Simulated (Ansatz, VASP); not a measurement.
**TaN: VASP beside Ansatz**

```
Ta N
1.0
     3.02754    0.00000    0.00000
    -1.51377    2.62193    0.00000
     0.00000    0.00000    4.88499
Ta N
2 2
Direct
  0.00000 0.00000 0.00000
  0.00000 0.00000 0.50000
  0.33333 0.66667 0.25000
  0.66667 0.33333 0.75000
```

Change from the starting cell: volume scaled by 0.98, crystal datasets.

Alike in both runs: task electric field gradients; functional PBEsol; k mesh 11 × 11 × 6; occupations fermi-dirac, width 0.01 eV; no spin polarisation.

|  | VASP | Ansatz |
| --- | --- | --- |
| version | VASP 6.6.1 | Ansatz 0.2.0 |
| potentials or method | VASP PAW PBE potentials, release 64 (Ta_pv, N), cutoff 520 eV | all-electron PAW with datasets made for the crystal, scalar-relativistic |

```csv
,VASP,Ansatz,Ansatz less VASP
pressure (GPa),61.0,58.5,-2.53
"traceless stress, the component that is largest in VASP (GPa)",58.04,57.14,-0.896
size of Vzz on the site where it differs most (V/Å²),166.2,180.6,+14.45
```

VASP's potentials were made for PBE, not for PBEsol. Both programs put the cell under a high pressure, so it lies far from rest at this level. Ansatz ran all-electron here, and VASP with PAW potentials.

Spin-orbit coupling is off throughout. Noted on VASP's run: the cell as given lies far from equilibrium.
